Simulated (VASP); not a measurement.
# Al14CN16 (a cell with a defect): single point with PBE

System: Al14CN16 (a cell with a defect).

```
CELL_PARAMETERS angstrom
6.25951 0.00000 0.00000
-3.12976 5.42090 0.00000
0.00000 0.00000 10.03481
ATOMIC_POSITIONS crystal
C 0.38104 0.24738 0.26961
N 0.35728 0.18227 0.39684
N 0.21011 0.30972 0.19925
N 0.32822 0.15020 0.94158
N 0.16722 0.33280 0.71262
N 0.34797 0.70449 0.43970
N 0.12073 0.73716 0.17928
N 0.33782 0.66918 0.93808
N 0.16673 0.84032 0.68242
N 0.83061 0.17141 0.44044
N 0.61375 0.31599 0.19948
N 0.83247 0.17462 0.95097
N 0.66217 0.33336 0.68486
N 0.83119 0.67720 0.43856
N 0.67188 0.83445 0.18861
N 0.82410 0.66110 0.93635
N 0.66870 0.83949 0.69282
Al 0.32824 0.16886 0.74911
Al 0.17741 0.33180 0.99563
Al 0.33538 0.66115 0.26150
Al 0.17092 0.84884 0.48656
Al 0.32913 0.66395 0.74130
Al 0.15874 0.81426 0.00291
Al 0.84316 0.16112 0.26310
Al 0.68075 0.33948 0.49173
Al 0.83931 0.17598 0.74717
Al 0.65440 0.32929 0.00625
Al 0.82989 0.66632 0.25222
Al 0.66671 0.84962 0.49921
Al 0.83074 0.66980 0.74471
Al 0.66623 0.83485 0.99990
```

```json
{"Program": "VASP 6.6.1", "Task": "single point", "Functional": "PBE", "Potentials or basis": "VASP PAW PBE potentials, release 64 (C, N, Al)", "Cutoff": "520 eV", "k mesh": "2 × 2 × 2, shifted", "Occupations": "fermi-dirac, width 0.01 eV", "Spin": "no spin polarisation", "Dipole correction": "no", "Charge": "-2", "Further INCAR settings": "LREAL = Auto; ALGO = Normal; EDIFF = 1e-06; NBANDS = 84; NELECT = 128.0"}
```

* Largest force: 0.498 eV/Å

Forces on the atoms (eV/Å):
```
C   -0.147  0.162  0.067
N    0.123 -0.136 -0.267
N    0.166 -0.154  0.191
N    0.230 -0.083  0.117
N   -0.220  0.139  0.290
N    0.102  0.069  0.038
N    0.113 -0.128 -0.012
N    0.216 -0.117 -0.037
N   -0.158  0.075  0.095
N    0.036 -0.192  0.040
N   -0.306  0.345  0.188
N    0.133 -0.111  0.085
N   -0.152  0.085  0.117
N    0.119 -0.006  0.222
N   -0.181  0.151  0.025
N    0.114 -0.068  0.001
N   -0.186  0.136 -0.094
Al   0.119 -0.086 -0.039
Al  -0.136  0.054 -0.138
Al   0.067  0.070 -0.092
Al  -0.025  0.008  0.028
Al   0.114 -0.079 -0.054
Al  -0.093  0.069 -0.141
Al   0.055 -0.068 -0.088
Al  -0.061  0.027 -0.007
Al   0.137 -0.078 -0.080
Al  -0.089  0.033 -0.149
Al  -0.002 -0.197 -0.128
Al  -0.110  0.069 -0.019
Al   0.140 -0.066 -0.073
Al  -0.119  0.077 -0.089
```

Levels at points of the mesh, in eV from the Fermi level:
| k point | band 62 | band 63 | band 64 | band 65 | band 66 | band 67 |
| --- | --- | --- | --- | --- | --- | --- |
| (0.25, 0.25, 0.25) | -1.45 | -1.09 | -0.70 | 1.76 | 3.02 | 3.70 |

Wall time 13 min on 1 thread of Intel(R) Xeon(R) Platinum 8175M CPU @ 2.50GHz (Skylake/Cascade Lake), with other jobs on the host, peak memory 0.55 GiB.

Caveat: the k points lie up to 0.58 Å⁻¹ apart; the cell carries a net charge on a neutralising background, which shifts energy and pressure; the cell is charged against a uniform background, so pressure and absolute levels hang on convention.
